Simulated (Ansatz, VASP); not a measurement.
**Be2Ge in VASP and in Ansatz**

```
Ge Be
1.0
     0.00000    2.67830    2.67830
     2.67830    0.00000    2.67830
     2.67830    2.67830    0.00000
Ge Be
1 2
Direct
  0.00000 0.00000 0.00000
  0.25000 0.25000 0.25000
  0.75000 0.75000 0.75000
```

Alike in both runs: task single point; functional HSE06; k mesh 4 × 4 × 4; occupations fermi-dirac, width 0.02 eV; no spin polarisation.

|  | VASP | Ansatz |
| --- | --- | --- |
| version | VASP 6.6.1 | Ansatz 0.2.0 |
| potentials or method | VASP PAW PBE potentials, release 64 (Ge_d, Be) | plane waves, PAW |
| plane-wave cutoff (eV) | 520 | 420 |
| valence electrons in the cell | 18 | 18 |

```tsv
	VASP	Ansatz	Ansatz less VASP
pressure (GPa)	0.4	0.2	-0.15
```

Ansatz's warnings: filled band counts differ across k points, stress exchange threshold loose, stress scf threshold loose.

The k mesh is coarse, so the values compare programs but aren't converged.
